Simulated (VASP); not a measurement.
# NaH (Fm-3m) in VASP: notebook

NaH is run at these levels: PBEsol, r2SCAN+rVV10; tasks: single point, relaxation of cell and atoms.

All numbers are computed with VASP 6.6.1; they aren't measurements. Logs are shortened: lines on timing, memory, paths and dates and some standing lists are left out, and cuts for length are marked.

## Step 1: The cell of the first run

Symmetry: Fm-3m, No. 225, cubic system. Conventional cell: a = 4.792 Å, b = 4.792 Å, c = 4.792 Å, α = 90.00°, β = 90.00°, γ = 90.00°. Na (site symmetry m-3m) has 6 H at 2.40 Å within 3.2 Å. Within 3.2 Å of H (site symmetry m-3m) lie 6 Na at 2.40 Å.

## Step 2: Single point, PBEsol

Contents of INCAR:

```
  PREC = Accurate
  ENCUT = 500
  EDIFF = 1E-6
  ISMEAR = -1
  SIGMA = 0.03
  LREAL = F
  LASPH = T
  NELM = 120
  ALGO = Normal
  ISIF = 2
  LWAVE = F
  LCHARG = T
  GGA = PS
  LELF = T
  LVHAR = T
  NBANDS = 11
  GGA_COMPAT = F
```

Contents of KPOINTS:

```
Automatic mesh
0
Gamma
  10 10 10
```

Contents of POSCAR:

```
NaH
1.0
    0.0000000000      2.3960385192      2.3960385192
    2.3960385192      0.0000000000      2.3960385192
    2.3960385192      2.3960385192      0.0000000000
Na H
1 1
Direct
    0.0000000000      0.0000000000      0.0000000000
    0.5000000000      0.5000000000      0.5000000000
```

Potentials or basis: VASP PAW PBE potentials, release 64 (Na_pv, H).

On the command line:

```bash
> cat potpaw_PBE.64/Na_pv/POTCAR potpaw_PBE.64/H/POTCAR > POTCAR
> mpirun -np 1 vasp_std > vasp.out
```

OUTCAR:

```text
PREC = Accurate
   ENCUT = 500
   EDIFF = 1E-6
   ISMEAR = -1
   LREAL = F
   LASPH = T
   NELM = 120
   ISIF = 2
   GGA = PS

 ion  position               nearest neighbor table
   1  0.000  0.000  0.000-
   2  0.500  0.500  0.500-

  LATTYP: Found a face centered cubic cell.
 ALAT       =     4.7920770384

  Lattice vectors:

 A1 = (   0.0000000000,   2.3960385192,   2.3960385192)
 A2 = (   2.3960385192,   0.0000000000,   2.3960385192)
 A3 = (   2.3960385192,   2.3960385192,   0.0000000000)

Analysis of symmetry for initial positions (statically):
=====================================================================
 Subroutine PRICEL returns:
 Original cell was already a primitive cell.

 Routine SETGRP: Setting up the symmetry group for a
 face centered cubic supercell.

 Subroutine GETGRP returns: Found 48 space group operations
 (whereof 48 operations were pure point group operations)
 out of a pool of 48 trial point group operations.

The static configuration has the point symmetry O_h .

Analysis of symmetry for dynamics (positions and initial velocities):
=====================================================================
 Subroutine PRICEL returns:
 Original cell was already a primitive cell.

 Routine SETGRP: Setting up the symmetry group for a
 face centered cubic supercell.

 Subroutine GETGRP returns: Found 48 space group operations
 (whereof 48 operations were pure point group operations)
 out of a pool of 48 trial point group operations.

The dynamic configuration has the point symmetry O_h .

 Subroutine INISYM returns: Found 48 space group operations
 (whereof 48 operations are pure point group operations),
 and found     1 'primitive' translations

----------------------------------------------------------------------------------------

                                     Primitive cell

  volume of cell :      27.5113

  direct lattice vectors                    reciprocal lattice vectors
     0.000000000  2.396038519  2.396038519    -0.208677780  0.208677780  0.208677780
     2.396038519  0.000000000  2.396038519     0.208677780 -0.208677780  0.208677780
     2.396038519  2.396038519  0.000000000     0.208677780  0.208677780 -0.208677780

  length of vectors
     3.388510170  3.388510170  3.388510170     0.361440518  0.361440518  0.361440518

  position of ions in fractional coordinates (direct lattice)
     0.000000000  0.000000000  0.000000000
     0.500000000  0.500000000  0.500000000

  ion indices of the primitive-cell ions
   primitive index   ion index
                 1           1
                 2           2

----------------------------------------------------------------------------------------

 KPOINTS: Automatic mesh

Automatic generation of k-mesh.
 Grid dimensions read from file:
 generate k-points for:   10   10   10

 Generating k-lattice:

  Cartesian coordinates                     Fractional coordinates (reciprocal lattice)
    -0.020867778  0.020867778  0.020867778     0.100000000  0.000000000  0.000000000
     0.020867778 -0.020867778  0.020867778     0.000000000  0.100000000  0.000000000
     0.020867778  0.020867778 -0.020867778     0.000000000  0.000000000  0.100000000

  Length of vectors
     0.036144052  0.036144052  0.036144052

  Shift w.r.t. Gamma in fractional coordinates (k-lattice)
     0.000000000  0.000000000  0.000000000

 Subroutine IBZKPT returns following result:
 ===========================================

 Found     47 irreducible k-points:

 Following reciprocal coordinates:
            Coordinates               Weight
  0.000000  0.000000  0.000000      1.000000
  0.100000  0.000000  0.000000      8.000000
  0.200000  0.000000  0.000000      8.000000
  0.300000  0.000000  0.000000      8.000000
  0.400000  0.000000  0.000000      8.000000
  0.500000  0.000000  0.000000      4.000000
[... 16 lines left out ...]
  0.300000  0.300000  0.000000      6.000000
  0.400000  0.300000  0.000000     24.000000
 [... further k-points ...]
   k-points           NKPTS =     47   k-points in BZ     NKDIM =     47   number of bands    NBANDS=     11
   number of dos      NEDOS =    301   number of ions     NIONS =      2
   total plane-waves  NPLWV =  21952
   dimension x,y,z NGX =    28 NGY =   28 NGZ =   28
   dimension x,y,z NGXF=    56 NGYF=   56 NGZF=   56
   ions per type =               1   1
   NGX,Y,Z   is equivalent  to a cutoff of  13.74, 13.74, 13.74 a.u.
   NGXF,Y,Z  is equivalent  to a cutoff of  27.47, 27.47, 27.47 a.u.
 SYSTEM =  unknown system
   PREC   = accura    normal or accurate (medium, high low for compatibility)
   ISTART =      0    job   : 0-new  1-cont  2-samecut
   ICHARG =      2    charge: 1-file 2-atom 10-const
   ISPIN  =      1    spin polarized calculation?
   LNONCOLLINEAR =      F non collinear calculations
   LSORBIT =      F    spin-orbit coupling
   LASPH  =      T    aspherical Exc in radial PAW
   ENCUT  =  500.0 eV  36.75 Ry    6.06 a.u.   6.18  6.18  6.18*2*pi/ulx,y,z
   NELM   =    120;   NELMIN=  2; NELMDL= -5     # of ELM steps
   EDIFF  = 0.1E-05   stopping-criterion for ELM
   LREAL  =      F    real-space projection
   EDIFFG = 0.1E-04   stopping-criterion for IOM
   NSW    =      0    number of steps for IOM
   IBRION =     -1    ionic relax: 0-MD 1-quasi-New 2-CG
   NFREE  =      0    steps in history (QN), initial steepest desc. (CG)
   ISIF   =      2    stress and relaxation
   ISYM   =      2    0-nonsym 1-usesym 2-fastsym
   POTIM  = 0.5000    time-step for ionic-motion
   TEBEG  =    0.0;   TEEND  =   0.0 temperature during run
   PSTRESS=    0.0 pullay stress
   NELECT =       8.0000    total number of electrons
   NUPDOWN=      -1.0000    fix difference up-down
   EMIN   =  10.00;   EMAX   =-10.00  energy-range for DOS
   EFERMI =   0.00;   METHOD = LEGACY
   ISMEAR =    -1;   SIGMA  =   0.03  broadening in eV -4-tet -1-fermi 0-gaus
   EFERMI_NEDOS =   21; number of points for ismear=-14 and -15
   IALGO  =     38    algorithm
   IMIX   =      4    mixing-type and parameters
     AMIX     =   0.40;   BMIX     =  1.00
     AMIX_MAG =   1.60;   BMIX_MAG =  1.00
  volume/ion in A,a.u.               =      13.76        92.83
  Fermi-wavevector in a.u.,A,eV,Ry     =   1.084595  2.049588 16.005171  1.176347
  Thomas-Fermi vector in A             =   2.220689
   LORBIT       =      0    0 simple, 1 ext, 2 COOP (PROOUT), +10 PAW based schemes
   GGA     = PS    functional components
   LHFCALC =     F    Hartree Fock is set to
   AEXX    =    0.0000 exact exchange contribution
   IVDW    =     0    specifies the selected vdW correction
   LEPSILON=     F    determine dielectric tensor
   LRPA    =     F    only Hartree local field effects (RPA)
 non-spin polarized calculation
  energy-cutoff  :      500.00
  volume of cell :       27.51
 maximum number of plane-waves:       725
 NGX is ok and might be reduce to    28
   NGX = 13   NGY = 13   NGZ = 13

 number of electron       7.9999992 magnetization

 Free energy of the ion-electron system (eV)
  ---------------------------------------------------
  ext. energy  EPLUGINS =         0.00000000
  ---------------------------------------------------
  free energy    TOTEN  =        -5.08579061 eV

  energy without entropy =       -5.08579061  energy(sigma->0) =       -5.08579061

 E-fermi :  -0.3458     XC(G=0):  -7.9766

 val. band max:       -1.0313860787   @ k =  -0.3000   0.5000   0.2000
 cond. band min:       2.5908064726   @ k =   0.5000   0.0000   0.0000
 fundamental gap:      3.6221925514
 Fermi energy:        -0.3458170715

 k-point     1 :       0.0000    0.0000    0.0000
  band No.  band energies     occupation
      1     -22.9691      2.00000
      2     -22.9691      2.00000
      3     -22.9691      2.00000
      4      -4.8096      2.00000
      5       9.6240      0.00000
      6      14.5712      0.00000
      7      14.5712      0.00000
      8      14.5712      0.00000
      9      15.5819      0.00000
     10      15.5819      0.00000
     11      15.5819      0.00000

 k-point     2 :       0.1000    0.0000    0.0000
  band No.  band energies     occupation
      1     -22.9793      2.00000
      2     -22.9703      2.00000
      3     -22.9703      2.00000
      4      -4.6312      2.00000
      5       9.0204      0.00000
      6      12.4309      0.00000
      7      13.9856      0.00000
      8      13.9856      0.00000
      9      16.2965      0.00000
     10      16.2965      0.00000
     11      16.3971      0.00000

 k-point     3 :       0.2000    0.0000    0.0000
  band No.  band energies     occupation
      1     -23.0059      2.00000
      2     -22.9734      2.00000
      3     -22.9734      2.00000
      4      -4.1129      2.00000
      5       7.2822      0.00000
      6      10.9350      0.00000
      7      13.2851      0.00000
      8      13.2851      0.00000
      9      16.7409      0.00000
     10      16.7409      0.00000
     11      17.4225      0.00000

 k-point     4 :       0.3000    0.0000    0.0000
  band No.  band energies     occupation
      1     -23.0384      2.00000
      2     -22.9773      2.00000
      3     -22.9773      2.00000
      4      -3.3151      2.00000
      5       5.1630      0.00000
      6      10.2299      0.00000
      7      12.7753      0.00000
      8      12.7753      0.00000
      9      16.1603      0.00000
     10      16.1603      0.00000
     11      18.1574      0.00000
[... 239 lines left out ...]
 k-point    22 :      -0.2000    0.2000    0.0000
  band No.  band energies     occupation
      1     -23.0331      2.00000
      2     -22.9962      2.00000
      3     -22.9767      2.00000
      4      -3.0662      2.00000
      5       5.7005      0.00000
      6       7.5654      0.00000
      7      13.0333      0.00000
      8      13.0371      0.00000
      9      16.6430      0.00000
     10      17.4780      0.00000
     11      17.7801      0.00000

 k-point    23 :       0.3000    0.3000    0.0000
  band No.  band energies     occupation
      1     -23.0332      2.00000
      2     -22.9923      2.00000
      3     -22.9923      2.00000
      4      -2.8805      2.00000
      5       5.6487      0.00000
      6       9.8880      0.00000
      7      10.4681      0.00000
      8      10.4681      0.00000
      9      12.8826      0.00000
     10      19.8418      0.00000
     11      22.1064      0.00000

 k-point    24 :       0.4000    0.3000    0.0000
  band No.  band energies     occupation
      1     -23.0463      2.00000
      2     -22.9994      2.00000
      3     -22.9962      2.00000
      4      -2.2344      2.00000
      5       4.7755      0.00000
      6       8.1303      0.00000
      7      10.1970      0.00000
      8      10.9972      0.00000
      9      12.9964      0.00000
     10      20.2180      0.00000
     11      21.6378      0.00000

 [... further k-points ...]

------------------------ aborting loop because EDIFF is reached ----------------------------------------

  FORCE on cell =-STRESS in cart. coord.  units (eV):
  Direction    XX          YY          ZZ          XY          YZ          ZX
  --------------------------------------------------------------------------------------
  -------------------------------------------------------------------------------------
  Total       -0.0116172     -0.0116172     -0.0116172     -0.0000000     -0.0000000     -0.0000000
  in kB       -0.6765524     -0.6765524     -0.6765524     -0.0000000     -0.0000000     -0.0000000
  external PRESSURE =      -0.6765524 kB  Pullay stress =       0.0000000 kB

 VOLUME and BASIS-vectors are now :
 -----------------------------------------------------------------------------
  energy-cutoff  :      500.00
  volume of cell :       27.51
      direct lattice vectors                 reciprocal lattice vectors
     0.000000000  2.396038519  2.396038519    -0.208677780  0.208677780  0.208677780
     2.396038519  0.000000000  2.396038519     0.208677780 -0.208677780  0.208677780
     2.396038519  2.396038519  0.000000000     0.208677780  0.208677780 -0.208677780

 POSITION                                       TOTAL-FORCE (eV/Angst)
 -----------------------------------------------------------------------------------
      0.00000      0.00000      0.00000        -0.000000      0.000000     -0.000000
      2.39604      2.39604      2.39604         0.000000     -0.000000      0.000000
 -----------------------------------------------------------------------------------
    total drift:                               -0.000000     -0.000000     -0.000000

  FREE ENERGIE OF THE ION-ELECTRON SYSTEM (eV)
  ---------------------------------------------------
  free  energy   TOTEN  =        -5.0857906068 eV

  energy  without entropy=       -5.0857906068  energy(sigma->0) =       -5.08579061
```

It took 6 s on 1 thread of Intel Xeon 6975P-C (Granite Rapids), shared host; peak memory 0.15 GiB.

Results:

* Free energy: -5.0858 eV
* Pressure: -0.1 GPa
* Band gap on the k mesh: 3.62 eV (least direct gap 4.51 eV)

Caveat: the PAW data sets were made with another functional, which shifts forces and pressure a little. A k mesh can miss the band edges.

## Step 3: Single point, r2SCAN+rVV10

This run uses another cell than the first one, of 13.64 Å³/atom.

Contents of POSCAR:

```
NaH
1.0
    0.0000000000      2.3894446330      2.3894446330
    2.3894446330      0.0000000000      2.3894446330
    2.3894446330      2.3894446330      0.0000000000
Na H
1 1
Direct
    0.0000000000      0.0000000000      0.0000000000
    0.5000000000      0.5000000000      0.5000000000
```

Contents of INCAR.step1:

```
SYSTEM = NaH
  PREC = Accurate
  ENCUT = 550
  ISMEAR = -1
  SIGMA = 0.03
  LREAL = .False.
  LASPH = .True.
  NELM = 120
  NBANDS = 11
  GGA = PE
  ALGO = Normal
  EDIFF = 1E-5
  LWAVE = .True.
  LCHARG = .False.
  GGA_COMPAT = .False.
```

Contents of INCAR.step2:

```
SYSTEM = NaH
  PREC = Accurate
  ENCUT = 550
  EDIFF = 1E-6
  ISMEAR = -1
  SIGMA = 0.03
  LREAL = .False.
  LASPH = .True.
  NELM = 120
  ALGO = Normal
  ISIF = 2
  LWAVE = .False.
  LCHARG = .False.
  METAGGA = R2SCAN
  LMIXTAU = .True.
  LUSE_VDW = .True.
  IVDW_NL = 2
  BPARAM = 11.95
  CPARAM = 0.0093
  NBANDS = 11
  ISTART = 1
  GGA_COMPAT = .False.
```

Contents of KPOINTS:

```
regular mesh
0
Gamma
  8 8 8
  0 0 0
```

Potentials or basis: VASP PAW PBE potentials, release 64 (Na_pv, H).

On the command line:

```bash
> cat potpaw_PBE.64/Na_pv/POTCAR potpaw_PBE.64/H/POTCAR > POTCAR
> cp INCAR.step1 INCAR
> mpirun -np 1 vasp_std > vasp.out
> cp INCAR.step2 INCAR
> mpirun -np 1 vasp_std > vasp.out
```

Wall time 38 s (1 thread of Intel Xeon 6975P-C (Granite Rapids), shared host); peak memory 0.25 GiB.

Results (log left out):

```
Free energy            : -7.3093 eV
Pressure               : -0.3 GPa
Band gap on the k mesh : 4.38 eV (least direct gap 5.24 eV)
```

Levels at points of the mesh, in eV from the valence-band top:
```
           k point  band 1  band 2  band 3  band 4  band 5  band 6  band 7  band 8
(0.00, 0.00, 0.00)  -22.80  -22.80  -22.80   -3.67   11.73   16.56   16.56   16.56
(0.50, 0.00, 0.00)  -22.90  -22.81  -22.81   -0.86    4.38   11.89   14.10   14.10
(0.50, 0.50, 0.00)  -22.89  -22.83  -22.83   -0.18    5.21   10.77   11.57   11.57
```

Caveat: the PAW data sets were made with another functional, which shifts forces and pressure a little. A k mesh can miss the band edges.

(Continued in part 2 of 2.)
